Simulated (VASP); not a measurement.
# LuInBr6 (P1) in VASP: single point with PBEsol

Aim: the single point of LuInBr6 with PBEsol.

All numbers are computed with VASP 6.6.1; they aren't measurements. Logs are shortened: lines on timing, memory, paths and dates and some standing lists are left out, and cuts for length are marked.

## 1. The cell of the first run

The typed cell holds 8 atoms: a = 6.850 Å, b = 6.596 Å, c = 6.779 Å, α = 122.06°, β = 108.68°, γ = 75.52°.

## 2. Single point, PBEsol

The input, INCAR:

```
PREC     = Accurate       # precision mode
ENCUT    = 600            # plane-wave cutoff, eV
EDIFF    = 1E-6           # SCF threshold, eV
ISMEAR   = -1             # smearing method
SIGMA    = 0.05           # smearing width, eV
LREAL    = False          # projectors in reciprocal space
LASPH    = True           # aspherical terms in the spheres
NELM     = 120            # most SCF steps
ALGO     = Normal         # electronic algorithm
ISIF     = 2              # what is computed and relaxed
LWAVE    = False          # write WAVECAR
LCHARG   = False          # write CHGCAR
GGA      = PS             # functional
NBANDS   = 50             # bands
GGA_COMPAT= False
```

The input, KPOINTS:

```
Automatic mesh
0
Gamma
  4 4 4
```

The input, POSCAR:

```
LuInBr6
1.0
    4.2197595466      3.8276366561      3.8034636400
   -3.9672798765      4.3028819209      3.0424603978
    0.5215852288     -6.4540315976      2.0070184114
Lu In Br
1 1 6
Direct
    0.4894751873      0.6427175872      0.5004765625
    0.0052741243     -0.0272944683     -0.0182015628
    0.7949693735      0.3857196652      0.2693625615
    0.1915964517      0.9455628554      0.3959188581
    0.2889454716      0.2475161738      1.0816840128
    0.2483693846      0.5927129088      0.7244605158
    0.7214855490      0.0094356990      0.6233610564
    0.7602538994      0.6791150103     -0.0848876219
```

Potentials or basis: VASP PAW PBE potentials, release 64 (Lu, In_d, Br).

On the command line:

```
cat potpaw_PBE.64/Lu/POTCAR potpaw_PBE.64/In_d/POTCAR potpaw_PBE.64/Br/POTCAR > POTCAR
mpirun -np 1 vasp_std > vasp.out
```

OUTCAR:

```text
PREC = Accurate
   ENCUT = 600
   EDIFF = 1E-6
   ISMEAR = -1
   LREAL = False
   LASPH = True
   NELM = 120
   ISIF = 2
   GGA = PS

 ion  position               nearest neighbor table
   1  0.489  0.643  0.500-   4 2.68   3 2.69   6 2.75   8 2.75   7 2.83   5 2.86
   2  0.005  0.973  0.982-   8 2.64   7 2.67   5 2.67   6 2.69   3 2.74   4 2.77
   3  0.795  0.386  0.269-   1 2.69   2 2.74
   4  0.192  0.946  0.396-   1 2.68   2 2.77
   5  0.289  0.248  0.082-   2 2.67   1 2.86
   6  0.248  0.593  0.724-   2 2.69   1 2.75
   7  0.721  0.009  0.623-   2 2.67   1 2.83
   8  0.760  0.679  0.915-   2 2.64   1 2.75

  LATTYP: Found a triclinic cell.
 ALAT       =     6.4805472594
 B/A-ratio  =     2.2688625190
 C/A-ratio  =     1.3954795859
 COS(alpha) =     0.0182419784
 COS(beta)  =     0.6557137055
 COS(gamma) =     0.7113971124

  Lattice vectors:

 A1 = (  -3.4456946477,  -2.1511496767,   5.0494788092)
 A2 = (  -7.1438689655, -12.4328179304,   3.2530335806)
 A3 = (   0.7740648989,   1.6764869794,   8.8529424492)

Analysis of symmetry for initial positions (statically):
=====================================================================
 Subroutine PRICEL returns:
 Original cell was already a primitive cell.

 Routine SETGRP: Setting up the symmetry group for a
 triclinic supercell.

 Subroutine GETGRP returns: Found  1 space group operations
 (whereof  1 operations were pure point group operations)
 out of a pool of  2 trial point group operations.

The static configuration has the point symmetry C_1 .

Analysis of symmetry for dynamics (positions and initial velocities):
=====================================================================
 Subroutine PRICEL returns:
 Original cell was already a primitive cell.

 Routine SETGRP: Setting up the symmetry group for a
 triclinic supercell.

 Subroutine GETGRP returns: Found  1 space group operations
 (whereof  1 operations were pure point group operations)
 out of a pool of  2 trial point group operations.

The dynamic configuration has the point symmetry C_1 .

 Subroutine INISYM returns: Found  1 space group operations
 (whereof  1 operations are pure point group operations),
 and found     1 'primitive' translations

----------------------------------------------------------------------------------------

                                     Primitive cell

  volume of cell :     244.7040

  direct lattice vectors                    reciprocal lattice vectors
     4.219759547  3.827636656  3.803463640     0.115535889  0.039023901  0.095464832
    -3.967279877  4.302881921  3.042460398    -0.131709357  0.026502646  0.119454097
     0.521585229 -6.454031598  2.007018411    -0.019290331 -0.114129117  0.136256161

  length of vectors
     6.850073625  6.596261647  6.778989447     0.154870722  0.179774932  0.178782867

  position of ions in fractional coordinates (direct lattice)
     0.489475187  0.642717587  0.500476562
     0.005274124  0.972705532  0.981798437
     0.794969374  0.385719665  0.269362562
     0.191596452  0.945562855  0.395918858
     0.288945472  0.247516174  0.081684013
     0.248369385  0.592712909  0.724460516
     0.721485549  0.009435699  0.623361056
     0.760253899  0.679115010  0.915112378

  ion indices of the primitive-cell ions
   primitive index   ion index
                 1           1
                 2           2
                 3           3
                 4           4
                 5           5
                 6           6
                 7           7
                 8           8

----------------------------------------------------------------------------------------

 KPOINTS: Automatic mesh

Automatic generation of k-mesh.
 Grid dimensions read from file:
 generate k-points for:    4    4    4

 Generating k-lattice:

  Cartesian coordinates                     Fractional coordinates (reciprocal lattice)
     0.028883972  0.009755975  0.023866208     0.250000000  0.000000000  0.000000000
    -0.032927339  0.006625662  0.029863524     0.000000000  0.250000000 -0.000000000
    -0.004822583 -0.028532279  0.034064040    -0.000000000 -0.000000000  0.250000000

  Length of vectors
     0.038717681  0.044943733  0.044695717

  Shift w.r.t. Gamma in fractional coordinates (k-lattice)
     0.000000000  0.000000000  0.000000000

 Subroutine IBZKPT returns following result:
 ===========================================

 Found     36 irreducible k-points:

 Following reciprocal coordinates:
            Coordinates               Weight
  0.000000  0.000000  0.000000      1.000000
  0.250000  0.000000  0.000000      2.000000
  0.500000  0.000000  0.000000      1.000000
 -0.000000  0.250000 -0.000000      2.000000
  0.250000  0.250000  0.000000      2.000000
  0.500000  0.250000 -0.000000      2.000000
[... 16 lines left out ...]
 -0.000000 -0.250000  0.250000      2.000000
  0.250000 -0.250000  0.250000      2.000000
 [... further k-points ...]
   k-points           NKPTS =     36   k-points in BZ     NKDIM =     36   number of bands    NBANDS=     50
   number of dos      NEDOS =    301   number of ions     NIONS =      8
   total plane-waves  NPLWV = 163296
   dimension x,y,z NGX =    56 NGY =   54 NGZ =   54
   dimension x,y,z NGXF=   112 NGYF=  108 NGZF=  108
   ions per type =               1   1   6
   NGX,Y,Z   is equivalent  to a cutoff of  13.59, 13.61, 13.24 a.u.
   NGXF,Y,Z  is equivalent  to a cutoff of  27.18, 27.22, 26.49 a.u.
 SYSTEM =  unknown system
   PREC   = accura    normal or accurate (medium, high low for compatibility)
   ISTART =      0    job   : 0-new  1-cont  2-samecut
   ICHARG =      2    charge: 1-file 2-atom 10-const
   ISPIN  =      1    spin polarized calculation?
   LNONCOLLINEAR =      F non collinear calculations
   LSORBIT =      F    spin-orbit coupling
   LASPH  =      T    aspherical Exc in radial PAW
   ENCUT  =  600.0 eV  44.10 Ry    6.64 a.u.  13.68 13.17 13.54*2*pi/ulx,y,z
   NELM   =    120;   NELMIN=  2; NELMDL= -5     # of ELM steps
   EDIFF  = 0.1E-05   stopping-criterion for ELM
   LREAL  =      F    real-space projection
   EDIFFG = 0.1E-04   stopping-criterion for IOM
   NSW    =      0    number of steps for IOM
   IBRION =     -1    ionic relax: 0-MD 1-quasi-New 2-CG
   NFREE  =      0    steps in history (QN), initial steepest desc. (CG)
   ISIF   =      2    stress and relaxation
   ISYM   =      2    0-nonsym 1-usesym 2-fastsym
   POTIM  = 0.5000    time-step for ionic-motion
   TEBEG  =    0.0;   TEEND  =   0.0 temperature during run
   PSTRESS=    0.0 pullay stress
   NELECT =      80.0000    total number of electrons
   NUPDOWN=      -1.0000    fix difference up-down
   EMIN   =  10.00;   EMAX   =-10.00  energy-range for DOS
   EFERMI =   0.00;   METHOD = LEGACY
   ISMEAR =    -1;   SIGMA  =   0.05  broadening in eV -4-tet -1-fermi 0-gaus
   EFERMI_NEDOS =   21; number of points for ismear=-14 and -15
   IALGO  =     38    algorithm
   IMIX   =      4    mixing-type and parameters
     AMIX     =   0.40;   BMIX     =  1.00
     AMIX_MAG =   1.60;   BMIX_MAG =  1.00
  volume/ion in A,a.u.               =      30.59       206.42
  Fermi-wavevector in a.u.,A,eV,Ry     =   1.127780  2.131195 17.305088  1.271888
  Thomas-Fermi vector in A             =   2.264468
   LORBIT       =      0    0 simple, 1 ext, 2 COOP (PROOUT), +10 PAW based schemes
   GGA     = PS    functional components
   LHFCALC =     F    Hartree Fock is set to
   AEXX    =    0.0000 exact exchange contribution
   IVDW    =     0    specifies the selected vdW correction
   LEPSILON=     F    determine dielectric tensor
   LRPA    =     F    only Hartree local field effects (RPA)
 non-spin polarized calculation
  energy-cutoff  :      600.00
  volume of cell :      244.70
 maximum number of plane-waves:      8190
 NGX is ok and might be reduce to    56
   NGX = 27   NGY = 27   NGZ = 27

 number of electron      80.0000006 magnetization

 Free energy of the ion-electron system (eV)
  ---------------------------------------------------
  ext. energy  EPLUGINS =         0.00000000
  ---------------------------------------------------
  free energy    TOTEN  =       -28.63431712 eV

  energy without entropy =      -28.63431711  energy(sigma->0) =      -28.63431711

 E-fermi :   1.5641     XC(G=0):  -8.7363

 val. band max:        0.5239546982   @ k =  -0.0000   0.5000   0.5000
 cond. band min:       2.5353760132   @ k =   0.0000   0.0000   0.0000
 fundamental gap:      2.0114213150
 Fermi energy:         1.5641276761

 k-point     1 :       0.0000    0.0000    0.0000
  band No.  band energies     occupation
      1     -54.8183      2.00000
      2     -25.5428      2.00000
      3     -25.5198      2.00000
      4     -25.4569      2.00000
      5     -13.7998      2.00000
      6     -13.7175      2.00000
[... 42 lines left out ...]
     49       6.9892      0.00000
     50       7.5989      0.00000

 k-point     2 :       0.2500    0.0000    0.0000
  band No.  band energies     occupation
      1     -54.8183      2.00000
      2     -25.5428      2.00000
      3     -25.5198      2.00000
      4     -25.4569      2.00000
      5     -13.7875      2.00000
      6     -13.7126      2.00000
[... 42 lines left out ...]
     49       7.3443      0.00000
     50       7.6283      0.00000

 k-point     3 :       0.5000    0.0000    0.0000
  band No.  band energies     occupation
      1     -54.8183      2.00000
      2     -25.5428      2.00000
      3     -25.5198      2.00000
      4     -25.4570      2.00000
      5     -13.7929      2.00000
      6     -13.6964      2.00000
[... 1102 lines left out ...]
     49       7.3480      0.00000
     50       7.6165      0.00000

 k-point    24 :       0.2500   -0.2500    0.2500
  band No.  band energies     occupation
      1     -54.8183      2.00000
      2     -25.5429      2.00000
      3     -25.5198      2.00000
      4     -25.4569      2.00000
      5     -13.7979      2.00000
      6     -13.7168      2.00000
[... 42 lines left out ...]
     49       7.3269      0.00000
     50       7.8050      0.00000

 [... further k-points ...]

------------------------ aborting loop because EDIFF is reached ----------------------------------------

  FORCE on cell =-STRESS in cart. coord.  units (eV):
  Direction    XX          YY          ZZ          XY          YZ          ZX
  --------------------------------------------------------------------------------------
  -------------------------------------------------------------------------------------
  Total        0.1501134      0.1572631      0.1626222     -0.0031293      0.0166560      0.0289941
  in kB        0.9828536      1.0296657      1.0647537     -0.0204887      0.1090538      0.1898361
  external PRESSURE =       1.0257577 kB  Pullay stress =       0.0000000 kB

 VOLUME and BASIS-vectors are now :
 -----------------------------------------------------------------------------
  energy-cutoff  :      600.00
  volume of cell :      244.70
      direct lattice vectors                 reciprocal lattice vectors
     4.219759547  3.827636656  3.803463640     0.115535889  0.039023901  0.095464832
    -3.967279877  4.302881921  3.042460398    -0.131709357  0.026502646  0.119454097
     0.521585229 -6.454031598  2.007018411    -0.019290331 -0.114129117  0.136256161

 POSITION                                       TOTAL-FORCE (eV/Angst)
 -----------------------------------------------------------------------------------
     -0.22333      1.40898      4.82161         0.001832     -0.003508     -0.000750
     -3.32465     -2.13093      4.94997        -0.001356      0.003208      0.000676
      1.96482      2.96409      4.73779         0.014210      0.011389      0.000628
     -2.73632      2.24673      4.40018        -0.025553      0.004076     -0.003207
      0.27992      1.64382      2.01599         0.003159      0.007438     -0.004747
     -0.92553     -1.17465      4.20198         0.000289     -0.012197     -0.005482
      3.33220     -1.22101      4.02395        -0.004305      0.009886      0.006561
      0.99116     -0.07404      6.79443         0.011724     -0.020292      0.006321
 -----------------------------------------------------------------------------------
    total drift:                               -0.000085      0.000234      0.000102

  FREE ENERGIE OF THE ION-ELECTRON SYSTEM (eV)
  ---------------------------------------------------
  free  energy   TOTEN  =       -28.6343171151 eV

  energy  without entropy=      -28.6343171143  energy(sigma->0) =      -28.63431711
```

Wall time 28 min (1 thread of Intel Xeon 8259CL, shared host); peak memory 0.73 GiB.

Results:

| Item | Value |
| --- | --- |
| Free energy | -28.6343 eV |
| Pressure | 0.1 GPa |
| Largest force | 0.026 eV/Å |
| Band gap on the k mesh | 2.01 eV |

Forces on the atoms (eV/Å):
```
Lu   0.002 -0.004 -0.001
In  -0.001  0.003  0.001
Br   0.014  0.011  0.001
Br  -0.026  0.004 -0.003
Br   0.003  0.007 -0.005
Br   0.000 -0.012 -0.005
Br  -0.004  0.010  0.007
Br   0.012 -0.020  0.006
```

Caveat: the PAW data sets were made with another functional, which shifts forces and pressure a little; spin-orbit coupling is left out, which moves the levels of the heavy elements. A k mesh can miss the band edges.
